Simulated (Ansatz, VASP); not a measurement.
One calculation of HgTe, two programs

```
Hg Te
1.0
     0.00000    3.21225    3.21225
     3.21225    0.00000    3.21225
     3.21225    3.21225    0.00000
Hg Te
1 1
Direct
  0.00000 0.00000 0.00000
  0.25000 0.25000 0.25000
```

Alike in both runs: task single point; functional PBEsol; k mesh 6 × 6 × 6; occupations gaussian, width 0.05 eV; no spin polarisation.

|  | VASP | Ansatz |
| --- | --- | --- |
| version | VASP 6.6.1 | Ansatz 0.2.0 |
| potentials or method | VASP PAW PBE potentials, release 64 (Hg, Te), cutoff 520 eV | scalar-relativistic, plane waves, PAW |
| valence electrons in the cell | 18 | 36 |

```csv
,VASP,Ansatz,Ansatz less VASP
gap on the k mesh at the Fermi level (eV),none,none,-
pressure (GPa),2.0,1.9,-0.13
```

VASP's potentials were made for PBE, not for PBEsol. A gap of «none» marks a metal or a gap that the smearing closes. With one functional, cell and mesh, what is left measures potentials, basis and numerics. VASP's potentials hold 18 valence electrons a cell and Ansatz's 36, so a difference there can come from the potentials and not from the codes.

Neither program's run includes spin-orbit coupling.
